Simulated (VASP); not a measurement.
Runs of VASP 6.6.1 on Sb. The structure is that of space group R-3m (No. 166), or close to it. The cells are those of the table. 

```tsv
cell	gap on the mesh (eV)	pressure (GPa)	largest force (eV/Å)
a = 4.504 Å, angles 56.7°, 2 atoms	none	(a)	0.37
a = 4.581 Å, angles 56.7°, 2 atoms	none	0.1	0.06
a = 4.543 Å, angles 56.7°, 2 atoms	none	1.6	0.21
a = 4.619 Å, angles 56.7°, 2 atoms	none	-1.2	0.08
```

Alike in all rows: task electric field gradients; level r2SCAN; potentials or basis VASP PAW PBE potentials, release 64 (Sb); no spin polarisation; k mesh 11 × 11 × 11; cutoff (eV) 520; smearing fermi-dirac 0.05 eV.

Task: Estimate the missing entries.

Result: (a) 3.3.

Caveats: the PAW data sets were made with another functional, which shifts forces and pressure a little; spin-orbit coupling is left out, which moves the levels of the heavy elements; the cell stands under pressure (at least some runs).

A k mesh can miss the band edges, and the runs leave out spin-orbit coupling on Sb.

A gap of «none» marks levels without a gap at the run's occupations.
